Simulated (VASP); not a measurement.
# TaN (P6_3/mmc) in VASP: notebook

TaN is run at these levels: PBE, PBEsol; tasks: electric field gradients.

All numbers are computed with VASP 6.6.1; they aren't measurements. Logs are shortened: lines on timing, memory, paths and dates and some standing lists are left out, and cuts for length are marked.

## Step 1: The cell of the first run

It takes space group P6_3/mmc (No. 194, hexagonal). Conventional cell: a = 3.048 Å, b = 3.048 Å, c = 4.918 Å, α = 90.00°, β = 90.00°, γ = 120.00°. Ta (site symmetry -3m) has 6 N at 2.15 Å and 2 Ta at 2.46 Å within 2.8 Å. Within 2.8 Å of N (site symmetry -6m2) lie 6 Ta at 2.15 Å.

## Step 2: Electric field gradients, PBE, collinear spin, ferromagnetic start

INCAR

```
SYSTEM = TaN
PREC = Accurate
ENCUT = 520
EDIFF = 1E-8
ISMEAR = -1
SIGMA = 0.05
LREAL = .False.
LASPH = .True.
NELM = 200
ALGO = Normal
ISIF = 2
LWAVE = .False.
LCHARG = .False.
ISPIN = 2
MAGMOM = 2 2 0 0
LORBIT = 11
LMAXMIX = 4
GGA = PE
LEFG = .True.
NBANDS = 28
GGA_COMPAT = .False.
```

KPOINTS

```
regular mesh
0
Gamma
  18 18 10
  0 0 0
```

POSCAR

```
TaN
1.0
    3.0480019786      0.0000000000      0.0000000000
   -1.5240009893      2.6396471442      0.0000000000
    0.0000000000      0.0000000000      4.9180000000
Ta N
2 2
Direct
    0.0000000000      0.0000000000      0.0000000000
    0.0000000000      0.0000000000      0.5000000000
    0.3333333333      0.6666666667      0.2500000000
    0.6666666667      0.3333333333      0.7500000000
```

Potentials or basis: VASP PAW PBE potentials, release 64 (Ta_pv, N).

Run with:

```bash
cat potpaw_PBE.64/Ta_pv/POTCAR potpaw_PBE.64/N/POTCAR > POTCAR
mpirun -np 1 vasp_std > vasp.out
```

OUTCAR:

```text
SYSTEM = TaN
   PREC = Accurate
   ENCUT = 520
   EDIFF = 1E-8
   ISMEAR = -1
   LREAL = .False.
   LASPH = .True.
   NELM = 200
   ISIF = 2
   ISPIN = 2
   LORBIT = 11
   GGA = PE

 ion  position               nearest neighbor table
   1  0.000  0.000  0.000-   3 2.15   4 2.15   3 2.15   4 2.15   4 2.15   3 2.15   2 2.46   2 2.46

   2  0.000  0.000  0.500-   3 2.15   4 2.15   3 2.15   4 2.15   4 2.15   3 2.15   1 2.46   1 2.46

   3  0.333  0.667  0.250-   1 2.15   2 2.15   1 2.15   2 2.15   1 2.15   2 2.15
   4  0.667  0.333  0.750-   1 2.15   2 2.15   1 2.15   2 2.15   1 2.15   2 2.15

  LATTYP: Found a hexagonal cell.
 ALAT       =     3.0480019786
 C/A-ratio  =     1.6135160130

  Lattice vectors:

 A1 = (   3.0480019786,   0.0000000000,   0.0000000000)
 A2 = (  -1.5240009893,   2.6396471442,   0.0000000000)
 A3 = (   0.0000000000,   0.0000000000,   4.9180000000)

Analysis of symmetry for initial positions (statically):
=====================================================================
 Subroutine PRICEL returns:
 Original cell was already a primitive cell.

 Routine SETGRP: Setting up the symmetry group for a
 hexagonal supercell.

 Subroutine GETGRP returns: Found 24 space group operations
 (whereof 12 operations were pure point group operations)
 out of a pool of 24 trial point group operations.

The static configuration has the point symmetry D_3d.
 The point group associated with its full space group is D_6h.

Analysis of symmetry for dynamics (positions and initial velocities):
=====================================================================
 Subroutine PRICEL returns:
 Original cell was already a primitive cell.

 Routine SETGRP: Setting up the symmetry group for a
 hexagonal supercell.

 Subroutine GETGRP returns: Found 24 space group operations
 (whereof 12 operations were pure point group operations)
 out of a pool of 24 trial point group operations.

The dynamic configuration has the point symmetry D_3d.
 The point group associated with its full space group is D_6h.

Analysis of structural, dynamic, and magnetic symmetry:
=====================================================================
 Subroutine PRICEL returns:
 Original cell was already a primitive cell.

 Routine SETGRP: Setting up the symmetry group for a
 hexagonal supercell.

 Subroutine GETGRP returns: Found 24 space group operations
 (whereof 12 operations were pure point group operations)
 out of a pool of 24 trial point group operations.

The overall configuration has the point symmetry D_3d.
 The point group associated with its full space group is D_6h.

 Subroutine INISYM returns: Found 24 space group operations
 (whereof 12 operations are pure point group operations),
 and found     1 'primitive' translations

----------------------------------------------------------------------------------------

                                     Primitive cell

  volume of cell :      39.5685

  direct lattice vectors                    reciprocal lattice vectors
     3.048001979  0.000000000  0.000000000     0.328083777  0.189419257  0.000000000
    -1.524000989  2.639647144  0.000000000     0.000000000  0.378838513  0.000000000
     0.000000000  0.000000000  4.918000000     0.000000000  0.000000000  0.203334689

  length of vectors
     3.048001979  3.048001979  4.918000000     0.378838513  0.378838513  0.203334689

  position of ions in fractional coordinates (direct lattice)
     0.000000000  0.000000000  0.000000000
     0.000000000  0.000000000  0.500000000
     0.333333333  0.666666667  0.250000000
     0.666666667  0.333333333  0.750000000

  ion indices of the primitive-cell ions
   primitive index   ion index
                 1           1
                 2           2
                 3           3
                 4           4

----------------------------------------------------------------------------------------

 KPOINTS: regular mesh

Automatic generation of k-mesh.
 Grid dimensions read from file:
[... 84 lines left out ...]
     AMIX     =   0.40;   BMIX     =  1.00
     AMIX_MAG =   1.60;   BMIX_MAG =  1.00
  volume/ion in A,a.u.               =       9.89        66.76
  Fermi-wavevector in a.u.,A,eV,Ry     =   1.525252  2.882308 31.652508  2.326394
  Thomas-Fermi vector in A             =   2.633448
   LORBIT       =     11    0 simple, 1 ext, 2 COOP (PROOUT), +10 PAW based schemes
   GGA     = PE    functional components
   LHFCALC =     F    Hartree Fock is set to
   AEXX    =    0.0000 exact exchange contribution
   IVDW    =     0    specifies the selected vdW correction
   LEPSILON=     F    determine dielectric tensor
   LRPA    =     F    only Hartree local field effects (RPA)
 spin polarized calculation
  energy-cutoff  :      520.00
  volume of cell :       39.57
 maximum number of plane-waves:      1093
 NGX is ok and might be reduce to    24
   NGX = 11   NGY = 11   NGZ = 19

 number of electron      32.0000002 magnetization      -0.0000069

 number of electron      32.0000002 magnetization       0.0000117

 Free energy of the ion-electron system (eV)
  ---------------------------------------------------
  ext. energy  EPLUGINS =         0.00000000
  ---------------------------------------------------
  free energy    TOTEN  =       -41.30333438 eV

  energy without entropy =      -41.28530859  energy(sigma->0) =      -41.29432148

 E-fermi :   9.9005     XC(G=0): -13.7471

 val. band max:        9.8945033539   @ k =   0.3889   0.0556   0.2000
 cond. band min:       9.9033704556   @ k =   0.3333   0.2222   0.2000
 fundamental gap:      0.0088671017
 Fermi energy:         9.9005067395

 spin component 1

 k-point     1 :       0.0000    0.0000    0.0000
  band No.  band energies     occupation
      1     -27.2828      1.00000
      2     -25.4332      1.00000
      3     -25.4332      1.00000
      4     -25.0575      1.00000
      5     -25.0575      1.00000
      6     -24.2443      1.00000
[... 733 lines left out ...]
     27      21.5003      0.00000
     28      23.1417      0.00000

 [... further k-points ...]

 spin component 2

 k-point     1 :       0.0000    0.0000    0.0000
  band No.  band energies     occupation
      1     -27.2828      1.00000
      2     -25.4332      1.00000
      3     -25.4332      1.00000
      4     -25.0575      1.00000
      5     -25.0575      1.00000
      6     -24.2443      1.00000
[... 733 lines left out ...]
     27      21.5003      0.00000
     28      23.1446      0.00000

 [... further k-points ...]

------------------------ aborting loop because EDIFF is reached ----------------------------------------

  FORCE on cell =-STRESS in cart. coord.  units (eV):
  Direction    XX          YY          ZZ          XY          YZ          ZX
  --------------------------------------------------------------------------------------
  -------------------------------------------------------------------------------------
  Total        7.9290528      7.9290528     29.3103733      0.0000000      0.0000000     -0.0000000
  in kB      321.0570754    321.0570754   1186.8129765      0.0000000      0.0000000     -0.0000000
  external PRESSURE =     609.6423757 kB  Pullay stress =       0.0000000 kB

 VOLUME and BASIS-vectors are now :
 -----------------------------------------------------------------------------
  energy-cutoff  :      520.00
  volume of cell :       39.57
      direct lattice vectors                 reciprocal lattice vectors
     3.048001979  0.000000000  0.000000000     0.328083777  0.189419257  0.000000000
    -1.524000989  2.639647144  0.000000000     0.000000000  0.378838513  0.000000000
     0.000000000  0.000000000  4.918000000     0.000000000  0.000000000  0.203334689

 POSITION                                       TOTAL-FORCE (eV/Angst)
 -----------------------------------------------------------------------------------
      0.00000      0.00000      0.00000         0.000000      0.000000     -0.000000
      0.00000      0.00000      2.45900         0.000000      0.000000     -0.000000
     -0.00000      1.75976      1.22950         0.000000     -0.000000     -0.000000
      1.52400      0.87988      3.68850        -0.000000      0.000000      0.000000
 -----------------------------------------------------------------------------------
    total drift:                               -0.000000      0.000000      0.000000

  FREE ENERGIE OF THE ION-ELECTRON SYSTEM (eV)
  ---------------------------------------------------
  free  energy   TOTEN  =       -41.3033343761 eV

  energy  without entropy=      -41.2853085909  energy(sigma->0) =      -41.29432148

 Electric field gradients (V/A^2)
---------------------------------------------------------------------
 ion       V_xx      V_yy      V_zz      V_xy      V_xz      V_yz
---------------------------------------------------------------------
   1      85.945    85.944  -171.889    -0.000    -0.000     0.000
   2      85.945    85.944  -171.889    -0.000     0.000    -0.000
   3      -2.615    -2.614     5.229     0.001     0.000     0.000
   4      -2.615    -2.614     5.229     0.001     0.000     0.000
---------------------------------------------------------------------

 Electric field gradients after diagonalization (V/A^2)
 (convention: |V_zz| > |V_xx| > |V_yy|)
----------------------------------------------------------------------
 ion       V_xx      V_yy      V_zz     asymmetry (V_yy - V_xx)/ V_zz
----------------------------------------------------------------------
   1      85.945    85.944  -171.889       0.000
   2      85.945    85.944  -171.889       0.000
   3      -2.615    -2.614     5.229       0.000
   4      -2.615    -2.614     5.229       0.000
----------------------------------------------------------------------

           NMR quadrupolar parameters

 Cq : quadrupolar parameter    Cq=e*Q*V_zz/h
 eta: asymmetry parameters     (V_yy - V_xx)/ V_zz
 Q  : nuclear electric quadrupole moment in mb (millibarn)
----------------------------------------------------------------------
 ion       Cq(MHz)       eta       Q (mb)
----------------------------------------------------------------------
   1      -0.416       0.000       1.000
   2      -0.416       0.000       1.000
   3       0.013       0.000       1.000
   4       0.013       0.000       1.000
----------------------------------------------------------------------

 total charge

# of ion       s       p       d       tot
------------------------------------------
    1        0.331   6.297   2.722   9.350
    2        0.331   6.297   2.722   9.350
    3        1.239   2.588   0.000   3.827
    4        1.239   2.588   0.000   3.827
--------------------------------------------------
tot          3.140  17.768   5.444  26.352

 magnetization (x)

# of ion       s       p       d       tot
------------------------------------------
    1        0.000   0.000   0.000   0.000
    2        0.000   0.000   0.000   0.000
    3       -0.000   0.000   0.000   0.000
    4       -0.000   0.000   0.000   0.000
--------------------------------------------------
tot          0.000   0.000   0.000   0.000
```

It took 15 min on 1 thread of Intel Xeon 8259CL, shared host; peak memory 0.45 GiB.

Results:

```yaml
Free_energy: -41.3033 eV
Pressure: 61.0 GPa
Band_gap_on_the_k_mesh: zero (filled and empty bands overlap)
Net_moment: 0.00 μB per cell
Valence_electrons_inside_the_program's_atomic_spheres: Ta 9.35; N 3.83
```

Levels at points of the mesh, in eV from the Fermi level:
Spin up:
| k point | band 14 | band 15 | band 16 | band 17 | band 18 | band 19 |
| --- | --- | --- | --- | --- | --- | --- |
| (0.00, 0.00, 0.00) | -3.65 | -3.63 | -1.85 | -1.85 | -0.62 | -0.62 |
| (0.50, 0.00, 0.00) | -5.15 | -4.39 | 0.24 | 1.55 | 2.41 | 3.87 |
| (0.00, 0.00, 0.50) | -6.39 | 0.03 | 0.03 | 0.03 | 0.03 | 0.04 |
| (0.50, 0.00, 0.50) | -6.08 | -1.55 | -1.55 | 3.00 | 3.00 | 3.31 |
Spin down:
| k point | band 12 | band 13 | band 14 | band 15 | band 16 | band 17 | band 18 | band 19 | band 20 | band 21 |
| --- | --- | --- | --- | --- | --- | --- | --- | --- | --- | --- |
| (0.00, 0.00, 0.00) | -5.28 | -3.65 | -3.65 | -3.63 | -1.85 | -1.85 | -0.62 | -0.62 | 2.82 | 4.39 |
| (0.50, 0.00, 0.00) | -5.76 | -5.17 | -5.15 | -4.39 | 0.24 | 1.55 | 2.41 | 3.87 | 4.64 | 5.21 |
| (0.00, 0.00, 0.50) | -6.39 | -6.39 | -6.39 | 0.03 | 0.03 | 0.03 | 0.03 | 0.04 | 0.04 | 4.65 |
| (0.50, 0.00, 0.50) | -6.37 | -6.08 | -6.08 | -1.55 | -1.55 | 3.00 | 3.00 | 3.31 | 3.31 | 5.48 |

Electric field gradients, principal values (V/Å²):
| atom | least | middle | greatest (by size) |
| --- | --- | --- | --- |
| 1 Ta | 85.944 | 85.945 | -171.889 |
| 2 Ta | 85.944 | 85.945 | -171.889 |
| 3 N | -2.614 | -2.615 | 5.229 |
| 4 N | -2.614 | -2.615 | 5.229 |

Caveat: without QUAD_EFG the Cq values of the log hold for a quadrupole moment of 1 mb, not for the nuclei; spin-orbit coupling is left out, which moves the levels of the heavy elements.

## Step 3: Electric field gradients, PBEsol, collinear spin, ferromagnetic start

INCAR

```
SYSTEM = TaN
ALGO     = Normal         ! electronic algorithm
EDIFF    = 1E-8           ! SCF threshold, eV
ENCUT    = 520            ! plane-wave cutoff, eV
GGA      = PS             ! functional
GGA_COMPAT= .False.      
ISIF     = 2              ! what is computed and relaxed
ISMEAR   = -1             ! smearing method
ISPIN    = 2              ! spin polarisation
LASPH    = .True.         ! aspherical terms in the spheres
LCHARG   = .False.        ! write CHGCAR
LEFG     = .True.       
LMAXMIX  = 4              ! l up to which the mixer works
LORBIT   = 11             ! projections on sites
LREAL    = .False.        ! projectors in reciprocal space
LWAVE    = .False.        ! write WAVECAR
MAGMOM   = 2 2 0 0        ! initial moments
NBANDS   = 28             ! bands
NELM     = 200            ! most SCF steps
PREC     = Accurate       ! precision mode
SIGMA    = 0.05           ! smearing width, eV
```

KPOINTS

```
k-points
0
Gamma
  18 18 10
  0 0 0
```

POSCAR is that of step 2.

Potentials or basis: VASP PAW PBE potentials, release 64 (Ta_pv, N).

Run with:

```bash
cat potpaw_PBE.64/Ta_pv/POTCAR potpaw_PBE.64/N/POTCAR > POTCAR
mpirun -np 1 vasp_std > vasp.out
```

OUTCAR:

```text
SYSTEM = TaN
   EDIFF = 1E-8
   ENCUT = 520
   GGA = PS
   ISIF = 2
   ISMEAR = -1
   ISPIN = 2
   LASPH = .True.
   LORBIT = 11
   LREAL = .False.
   NELM = 200
   PREC = Accurate

 ion  position               nearest neighbor table
   1  0.000  0.000  0.000-   3 2.15   4 2.15   3 2.15   4 2.15   4 2.15   3 2.15   2 2.46   2 2.46

   2  0.000  0.000  0.500-   3 2.15   4 2.15   3 2.15   4 2.15   4 2.15   3 2.15   1 2.46   1 2.46

   3  0.333  0.667  0.250-   1 2.15   2 2.15   1 2.15   2 2.15   1 2.15   2 2.15
   4  0.667  0.333  0.750-   1 2.15   2 2.15   1 2.15   2 2.15   1 2.15   2 2.15

  LATTYP: Found a hexagonal cell.
 ALAT       =     3.0480019786
 C/A-ratio  =     1.6135160130

  Lattice vectors:

 A1 = (   3.0480019786,   0.0000000000,   0.0000000000)
 A2 = (  -1.5240009893,   2.6396471442,   0.0000000000)
 A3 = (   0.0000000000,   0.0000000000,   4.9180000000)

Analysis of symmetry for initial positions (statically):
=====================================================================
 Subroutine PRICEL returns:
 Original cell was already a primitive cell.
[... 1732 lines left out ...]
 ion       V_xx      V_yy      V_zz      V_xy      V_xz      V_yz
---------------------------------------------------------------------
   1      87.851    87.851  -175.702    -0.000    -0.000     0.000
   2      87.851    87.851  -175.702    -0.000     0.000    -0.000
   3      -2.506    -2.505     5.011     0.001     0.000    -0.000
   4      -2.506    -2.505     5.011     0.001     0.000     0.000
---------------------------------------------------------------------

 Electric field gradients after diagonalization (V/A^2)
 (convention: |V_zz| > |V_xx| > |V_yy|)
----------------------------------------------------------------------
 ion       V_xx      V_yy      V_zz     asymmetry (V_yy - V_xx)/ V_zz
----------------------------------------------------------------------
   1      87.851    87.850  -175.702       0.000
   2      87.851    87.850  -175.702       0.000
   3      -2.506    -2.505     5.011       0.000
   4      -2.506    -2.505     5.011       0.000
----------------------------------------------------------------------

           NMR quadrupolar parameters

 Cq : quadrupolar parameter    Cq=e*Q*V_zz/h
 eta: asymmetry parameters     (V_yy - V_xx)/ V_zz
 Q  : nuclear electric quadrupole moment in mb (millibarn)
----------------------------------------------------------------------
 ion       Cq(MHz)       eta       Q (mb)
----------------------------------------------------------------------
   1      -0.425       0.000       1.000
   2      -0.425       0.000       1.000
   3       0.012       0.000       1.000
   4       0.012       0.000       1.000
----------------------------------------------------------------------

 total charge

# of ion       s       p       d       tot
------------------------------------------
    1        0.331   6.299   2.729   9.358
    2        0.331   6.299   2.729   9.358
    3        1.232   2.572   0.000   3.804
    4        1.232   2.572   0.000   3.804
--------------------------------------------------
tot          3.125  17.742   5.457  26.324

 magnetization (x)

# of ion       s       p       d       tot
------------------------------------------
    1        0.000  -0.000   0.000   0.000
    2        0.000  -0.000   0.000   0.000
    3       -0.000   0.000   0.000   0.000
    4       -0.000   0.000   0.000   0.000
--------------------------------------------------
tot         -0.000   0.000   0.000   0.000
```

stdout:

```text
POSCAR found type information on POSCAR TaN
 POSCAR found :  2 types and       4 ions
 scaLAPACK will be used
 -----------------------------------------------------------------------------
|                                                                             |
|                                                                             |
|     You enforced a specific xc type in the INCAR file but a different       |
|     I HOPE YOU KNOW WHAT YOU ARE DOING!                                     |
|                                                                             |
 -----------------------------------------------------------------------------

 LDA part: xc-table for (Slater+PW92), standard interpolation
 POSCAR, INCAR and KPOINTS ok, starting setup
 FFT: planning ... GRIDC
 FFT: planning ... GRID_SOFT
 FFT: planning ... GRID
 WAVECAR not read
 entering main loop
ion   1

ion   2

ion   3

ion   4
```

Wall time 15 min (1 thread of AMD EPYC 7R13, shared host); peak memory 0.41 GiB.

What came out:

```
Free energy                                           : -44.3200 eV
Pressure                                              : 50.1 GPa
Band gap on the k mesh                                : zero (filled and empty bands overlap)
Net moment                                            : 0.00 μB per cell
Valence electrons inside the program's atomic spheres : Ta 9.36; N 3.80
```

Electric field gradients, principal values (V/Å²):
| atom | least | middle | greatest (by size) |
| --- | --- | --- | --- |
| 1 Ta | 87.850 | 87.851 | -175.702 |
| 2 Ta | 87.850 | 87.851 | -175.702 |
| 3 N | -2.505 | -2.506 | 5.011 |
| 4 N | -2.505 | -2.506 | 5.011 |

Caveat: without QUAD_EFG the Cq values of the log hold for a quadrupole moment of 1 mb, not for the nuclei; the PAW data sets were made with another functional, which shifts forces and pressure a little; spin-orbit coupling is left out, which moves the levels of the heavy elements.
